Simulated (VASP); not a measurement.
# H7C16 in VASP: notebook

Runs on H7C16. Level: LDA. Tasks: single point.

All numbers are computed with VASP 6.6.1; they aren't measurements. Logs are shortened: lines on timing, memory, paths and dates and some standing lists are left out, and cuts for length are marked.

## (1) The cell of the first run

The cell holds a slab with vacuum, 23 atoms: a = 5.049 Å, b = 5.049 Å, c = 16.776 Å, α = 90.00°, β = 90.00°, γ = 60.00°.

## (2) Single point, LDA

The input, INCAR:

```
SYSTEM = H7C16
PREC = Accurate ; ENCUT = 520
EDIFF = 1E-7 ; ISMEAR = -1
SIGMA = 0.02 ; LREAL = Auto
LASPH = .TRUE. ; NELM = 60
ALGO = Normal ; ISIF = 2
LWAVE = .FALSE. ; LCHARG = .TRUE.
GGA = CA ; LELF = .TRUE.
LVHAR = .TRUE. ; NBANDS = 52
```

The input, KPOINTS:

```
Automatic mesh
0
G
  3 3 1
  0 0 0
```

The input, POSCAR:

```
H7C16
1.0
    5.0487420000      0.0000000000      0.0000000000
    2.5243710000      4.3723390000      0.0000000000
    0.0000000000      0.0000000000     16.7764260000
H C
7 16
Direct
    0.1666721879      0.1666613682      0.0596074516
    0.6666779319      0.1666613682      0.0596074516
    0.1666715721      0.6666683439      0.0596074516
    0.6666575092      0.6666683439      0.0596074516
    0.5208686432     -0.0188686193      0.3401022363
    0.0226970513      0.5090410419      0.3450198511
    0.4834739640      0.4979714519      0.3501639741
    0.1666721879      0.1666613682      0.1251756483
    0.6666779319      0.1666613682      0.1251756483
    0.1666715721      0.6666683439      0.1251756483
    0.6666575092      0.6666683439      0.1251756483
   -0.1666613682      0.3333227364      0.1558913680
    0.3333443758      0.3333227364      0.1558913680
   -0.1666619840      0.8333297121      0.1558913680
    0.3333437600      0.8333297121      0.1558913680
   -0.1664808196      0.3394979209      0.2535283737
    0.3358371283      0.3432716448      0.2495108314
   -0.1745426728      0.8328494200      0.2458211302
    0.3151844379      0.8585564843      0.2477702939
   -0.0091646930      0.0005031632      0.2703138320
    0.4901298329      0.0161469639      0.2760361474
    0.0054463289      0.5060678049      0.2789807555
    0.4932022507      0.5122658604      0.2786767575
```

Potentials or basis: VASP PAW LDA potentials, release 64 (H, C).

Launch:

```
$ cat potpaw_LDA.64/H/POTCAR potpaw_LDA.64/C/POTCAR > POTCAR
$ mpirun -np 1 vasp_std > vasp.out
```

OUTCAR:

```text
SYSTEM = H7C16
   PREC = Accurate
   ENCUT = 520
   EDIFF = 1E-7
   ISMEAR = -1
   LREAL = Auto
   LASPH = .TRUE.
   NELM = 60
   ISIF = 2
   GGA = CA

 ion  position               nearest neighbor table
   1  0.167  0.167  0.060-   8 1.10
   2  0.667  0.167  0.060-   9 1.10
   3  0.167  0.667  0.060-  10 1.10
   4  0.667  0.667  0.060-  11 1.10
   5  0.521  0.981  0.340-  21 1.09
   6  0.023  0.509  0.345-  22 1.11
   7  0.483  0.498  0.350-  23 1.20
   8  0.167  0.167  0.125-   1 1.10  15 1.55  12 1.55  13 1.55
   9  0.667  0.167  0.125-   2 1.10  12 1.55  14 1.55  13 1.55
  10  0.167  0.667  0.125-   3 1.10  14 1.55  15 1.55  13 1.55
  11  0.667  0.667  0.125-   4 1.10  15 1.55  14 1.55  12 1.55
  12  0.833  0.333  0.156-   9 1.55   8 1.55  11 1.55  16 1.64
  13  0.333  0.333  0.156-   9 1.55   8 1.55  10 1.55  17 1.57
  14  0.833  0.833  0.156-  18 1.51   9 1.55  10 1.55  11 1.55
  15  0.333  0.833  0.156-  19 1.55  11 1.55   8 1.55  10 1.55
  16  0.834  0.339  0.254-  20 1.51  22 1.54  23 1.55  12 1.64
  17  0.336  0.343  0.250-  21 1.50  23 1.51  22 1.53  13 1.57
  18  0.825  0.833  0.246-  14 1.51  20 1.51  22 1.54  21 1.55
  19  0.315  0.859  0.248-  20 1.47  21 1.53  15 1.55  23 1.60
  20  0.991  0.001  0.270-  19 1.47  16 1.51  18 1.51
  21  0.490  0.016  0.276-   5 1.09  17 1.50  19 1.53  18 1.55
  22  0.005  0.506  0.279-   6 1.11  17 1.53  18 1.54  16 1.54
  23  0.493  0.512  0.279-   7 1.20  17 1.51  16 1.55  19 1.60

  LATTYP: Found a hexagonal cell.
 ALAT       =     5.0487421480
 C/A-ratio  =     3.3228922192

  Lattice vectors:

 A1 = (  -2.5243710000,  -4.3723390000,   0.0000000000)
 A2 = (   5.0487420000,   0.0000000000,   0.0000000000)
 A3 = (   0.0000000000,   0.0000000000,  16.7764260000)

Analysis of symmetry for initial positions (statically):
=====================================================================
 Subroutine PRICEL returns:
 Original cell was already a primitive cell.

 Routine SETGRP: Setting up the symmetry group for a
 hexagonal supercell.

 Subroutine GETGRP returns: Found  1 space group operations
 (whereof  1 operations were pure point group operations)
 out of a pool of 24 trial point group operations.

The static configuration has the point symmetry C_1 .

Analysis of symmetry for dynamics (positions and initial velocities):
=====================================================================
 Subroutine PRICEL returns:
 Original cell was already a primitive cell.

 Routine SETGRP: Setting up the symmetry group for a
 hexagonal supercell.

 Subroutine GETGRP returns: Found  1 space group operations
 (whereof  1 operations were pure point group operations)
 out of a pool of 24 trial point group operations.

The dynamic configuration has the point symmetry C_1 .

 Subroutine INISYM returns: Found  1 space group operations
 (whereof  1 operations are pure point group operations),
 and found     1 'primitive' translations

----------------------------------------------------------------------------------------

                                     Primitive cell

  volume of cell :     370.3364

  direct lattice vectors                    reciprocal lattice vectors
     5.048742000  0.000000000  0.000000000     0.198069143 -0.114355268  0.000000000
     2.524371000  4.372339000  0.000000000     0.000000000  0.228710537  0.000000000
     0.000000000  0.000000000 16.776426000     0.000000000  0.000000000  0.059607452

  length of vectors
     5.048742000  5.048742148 16.776426000     0.228710544  0.228710537  0.059607452

  position of ions in fractional coordinates (direct lattice)
     0.166672188  0.166661368  0.059607452
     0.666677932  0.166661368  0.059607452
     0.166671572  0.666668344  0.059607452
     0.666657509  0.666668344  0.059607452
     0.520868643  0.981131381  0.340102236
     0.022697051  0.509041042  0.345019851
[... 15 lines left out ...]
     0.005446329  0.506067805  0.278980756
     0.493202251  0.512265860  0.278676758

  ion indices of the primitive-cell ions
   primitive index   ion index
                 1           1
                 2           2
                 3           3
                 4           4
                 5           5
                 6           6
[... 15 lines left out ...]
                22          22
                23          23

----------------------------------------------------------------------------------------

 KPOINTS: Automatic mesh

Automatic generation of k-mesh.
 Grid dimensions read from file:
 generate k-points for:    3    3    1

 Generating k-lattice:

  Cartesian coordinates                     Fractional coordinates (reciprocal lattice)
     0.066023048 -0.038118423  0.000000000     0.333333333  0.000000000  0.000000000
     0.000000000  0.076236846  0.000000000     0.000000000  0.333333333  0.000000000
     0.000000000  0.000000000  0.059607452     0.000000000  0.000000000  1.000000000

  Length of vectors
     0.076236848  0.076236846  0.059607452

  Shift w.r.t. Gamma in fractional coordinates (k-lattice)
     0.000000000  0.000000000  0.000000000

 Subroutine IBZKPT returns following result:
 ===========================================

 Found      5 irreducible k-points:

 Following reciprocal coordinates:
            Coordinates               Weight
  0.000000  0.000000  0.000000      1.000000
  0.333333  0.000000  0.000000      2.000000
  0.333333  0.333333  0.000000      2.000000
  0.000000  0.333333  0.000000      2.000000
 -0.333333  0.333333  0.000000      2.000000
   k-points           NKPTS =      5   k-points in BZ     NKDIM =      5   number of bands    NBANDS=     52
   number of dos      NEDOS =    301   number of ions     NIONS =     23
   total plane-waves  NPLWV = 201600
   dimension x,y,z NGX =    40 NGY =   40 NGZ =  126
   dimension x,y,z NGXF=    80 NGYF=   80 NGZF=  252
   ions per type =               7  16
   NGX,Y,Z   is equivalent  to a cutoff of  13.17, 13.17, 12.49 a.u.
   NGXF,Y,Z  is equivalent  to a cutoff of  26.34, 26.34, 24.97 a.u.
 SYSTEM =  H7C16
   PREC   = accura    normal or accurate (medium, high low for compatibility)
   ISTART =      0    job   : 0-new  1-cont  2-samecut
   ICHARG =      2    charge: 1-file 2-atom 10-const
   ISPIN  =      1    spin polarized calculation?
   LNONCOLLINEAR =      F non collinear calculations
   LSORBIT =      F    spin-orbit coupling
   LASPH  =      T    aspherical Exc in radial PAW
   ENCUT  =  520.0 eV  38.22 Ry    6.18 a.u.   9.39  9.39 31.19*2*pi/ulx,y,z
   NELM   =     60;   NELMIN=  2; NELMDL= -5     # of ELM steps
   EDIFF  = 0.1E-06   stopping-criterion for ELM
   LREAL  =      T    real-space projection
   EDIFFG = 0.1E-05   stopping-criterion for IOM
   NSW    =      0    number of steps for IOM
   IBRION =     -1    ionic relax: 0-MD 1-quasi-New 2-CG
   NFREE  =      0    steps in history (QN), initial steepest desc. (CG)
   ISIF   =      2    stress and relaxation
   ISYM   =      2    0-nonsym 1-usesym 2-fastsym
   POTIM  = 0.5000    time-step for ionic-motion
   TEBEG  =    0.0;   TEEND  =   0.0 temperature during run
   PSTRESS=    0.0 pullay stress
   NELECT =      71.0000    total number of electrons
   NUPDOWN=      -1.0000    fix difference up-down
   EMIN   =  10.00;   EMAX   =-10.00  energy-range for DOS
   EFERMI =   0.00;   METHOD = LEGACY
   ISMEAR =    -1;   SIGMA  =   0.02  broadening in eV -4-tet -1-fermi 0-gaus
   EFERMI_NEDOS =   21; number of points for ismear=-14 and -15
   IALGO  =     38    algorithm
   IMIX   =      4    mixing-type and parameters
     AMIX     =   0.40;   BMIX     =  1.00
     AMIX_MAG =   1.60;   BMIX_MAG =  1.00
  volume/ion in A,a.u.               =      16.10       108.66
  Fermi-wavevector in a.u.,A,eV,Ry     =   0.943979  1.783861 12.124091  0.891096
  Thomas-Fermi vector in A             =   2.071739
   LORBIT       =      0    0 simple, 1 ext, 2 COOP (PROOUT), +10 PAW based schemes
   GGA     = CA    functional components
   LHFCALC =     F    Hartree Fock is set to
   AEXX    =    0.0000 exact exchange contribution
   IVDW    =     0    specifies the selected vdW correction
   LEPSILON=     F    determine dielectric tensor
   LRPA    =     F    only Hartree local field effects (RPA)
 non-spin polarized calculation
  energy-cutoff  :      520.00
  volume of cell :      370.34
 maximum number of plane-waves:      9984
 NGX is ok and might be reduce to    40
   NGX = 19   NGY = 19   NGZ = 63

 number of electron      71.0000001 magnetization

 Free energy of the ion-electron system (eV)
  ---------------------------------------------------
  ext. energy  EPLUGINS =         0.00000000
  ---------------------------------------------------
  free energy    TOTEN  =      -184.86501347 eV

  energy without entropy =     -184.84795065  energy(sigma->0) =     -184.85648206

 E-fermi :   0.0821     XC(G=0):  -5.0186

 val. band max:        0.0735806040   @ k =   0.3333   0.0000   0.0000
 cond. band min:       0.0898701623   @ k =   0.0000   0.3333   0.0000
 fundamental gap:      0.0162895583
 Fermi energy:         0.0821164465

 k-point     1 :       0.0000    0.0000    0.0000
  band No.  band energies     occupation
      1     -20.5230      2.00000
      2     -17.7637      2.00000
      3     -15.3980      2.00000
      4     -15.2937      2.00000
      5     -15.0717      2.00000
      6     -14.2893      2.00000
[... 39 lines left out ...]
     46       5.5770      0.00000
     47       6.5226      0.00000

 k-point     2 :       0.3333    0.0000    0.0000
  band No.  band energies     occupation
      1     -19.8539      2.00000
      2     -17.8855      2.00000
      3     -17.1259      2.00000
      4     -16.0486      2.00000
      5     -15.9249      2.00000
      6     -15.2499      2.00000
[... 39 lines left out ...]
     46       6.3343      0.00000
     47       6.7029      0.00000

 k-point     3 :       0.3333    0.3333    0.0000
  band No.  band energies     occupation
      1     -19.8552      2.00000
      2     -17.8851      2.00000
      3     -17.1213      2.00000
      4     -16.0635      2.00000
      5     -15.9131      2.00000
      6     -15.2480      2.00000
[... 39 lines left out ...]
     46       6.2906      0.00000
     47       6.7637      0.00000

 k-point     4 :       0.0000    0.3333    0.0000
  band No.  band energies     occupation
      1     -19.8557      2.00000
      2     -17.8735      2.00000
      3     -17.1275      2.00000
      4     -16.0646      2.00000
      5     -15.9272      2.00000
      6     -15.2582      2.00000
[... 39 lines left out ...]
     46       6.2917      0.00000
     47       6.7733      0.00000

 k-point     5 :      -0.3333    0.3333    0.0000
  band No.  band energies     occupation
      1     -18.6502      2.00000
      2     -18.5755      2.00000
      3     -18.3496      2.00000
      4     -16.0174      2.00000
      5     -15.8475      2.00000
      6     -15.7224      2.00000
[... 39 lines left out ...]
     46       6.4552      0.00000
     47       6.7114      0.00000
 [bands above 47 left out]

------------------------ aborting loop because EDIFF is reached ----------------------------------------

  FORCE on cell =-STRESS in cart. coord.  units (eV):
  Direction    XX          YY          ZZ          XY          YZ          ZX
  --------------------------------------------------------------------------------------
  -------------------------------------------------------------------------------------
  Total       -7.5487474     -7.8566065     -4.5965160     -0.1154097     -0.0920291     -0.2393070
  in kB      -32.6579577    -33.9898412    -19.8857929     -0.4992940     -0.3981433     -1.0353078
  external PRESSURE =     -28.8445306 kB  Pullay stress =       0.0000000 kB

 VOLUME and BASIS-vectors are now :
 -----------------------------------------------------------------------------
  energy-cutoff  :      520.00
  volume of cell :      370.34
      direct lattice vectors                 reciprocal lattice vectors
     5.048742000  0.000000000  0.000000000     0.198069143 -0.114355268  0.000000000
     2.524371000  4.372339000  0.000000000     0.000000000  0.228710537  0.000000000
     0.000000000  0.000000000 16.776426000     0.000000000  0.000000000  0.059607452

 POSITION                                       TOTAL-FORCE (eV/Angst)
 -----------------------------------------------------------------------------------
      1.26220      0.72870      1.00000         0.010918      0.057514     -0.359274
      3.78660      0.72870      1.00000         0.024866      0.006521     -0.335656
      2.52440      2.91490      1.00000         0.003679      0.026789     -0.341040
      5.04870      2.91490      1.00000        -0.048785      0.008980     -0.450955
      5.10647      4.28984      5.70570        -0.190422      0.449019      0.823860
      1.39960      2.22570      5.78820        -0.313218      0.206388     -0.030439
[... 15 lines left out ...]
      1.30500      2.21270      4.68030        -0.865303     -0.204665     -0.450336
      3.78320      2.23980      4.67520         0.466572      0.185565      1.543167
 -----------------------------------------------------------------------------------
    total drift:                                0.004610     -0.009922     -0.058442

  FREE ENERGIE OF THE ION-ELECTRON SYSTEM (eV)
  ---------------------------------------------------
  free  energy   TOTEN  =      -184.8650134682 eV

  energy  without entropy=     -184.8479506472  energy(sigma->0) =     -184.85648206
```

Wall time 5.4 min (1 thread of Intel Xeon 8259CL, shared host); peak memory 0.37 GiB.

Results:

| Item | Value |
| --- | --- |
| Free energy | -184.8650 eV |
| Largest force | 2.868 eV/Å |
| Band gap on the k mesh | zero (an odd number of electrons rules out a gap without spin polarisation) |

Forces in eV/Å, atoms in the order of the input:
```
H    0.011  0.058 -0.359
H    0.025  0.007 -0.336
H    0.004  0.027 -0.341
H   -0.049  0.009 -0.451
H   -0.190  0.449  0.824
H   -0.313  0.206 -0.030
H    0.348  0.470 -2.001
C   -0.035  0.082  1.772
C    0.017  0.091  1.868
C    0.036 -0.052  1.640
C   -0.034 -0.042  1.605
C    0.133  0.291 -0.637
C    0.271  0.392 -0.650
C   -0.296 -0.269 -2.005
C   -0.117  0.414 -1.555
C   -0.800 -0.639 -0.878
C   -0.714  0.074 -1.053
C    1.246  1.013  1.446
C    0.248 -2.685  0.976
C    0.393  1.519 -0.452
C    0.214 -1.395 -0.473
C   -0.865 -0.205 -0.450
C    0.467  0.186  1.543
```

Levels at points of the mesh, in eV from the Fermi level:
| k point | band 34 | band 35 | band 36 | band 37 | band 38 | band 39 |
| --- | --- | --- | --- | --- | --- | --- |
| (0.00, 0.00, 0.00) | -1.19 | -1.06 | -0.21 | 2.13 | 2.89 | 4.19 |

Caveat: the k points lie up to 0.48 Å⁻¹ apart, too coarse for converged energies and pressures of a metal; there is no dipole correction, which matters where the two faces differ.

(Continued in part 2 of 2.)

The gap in the log of VASP goes by the Fermi energy; the results here count the filled bands.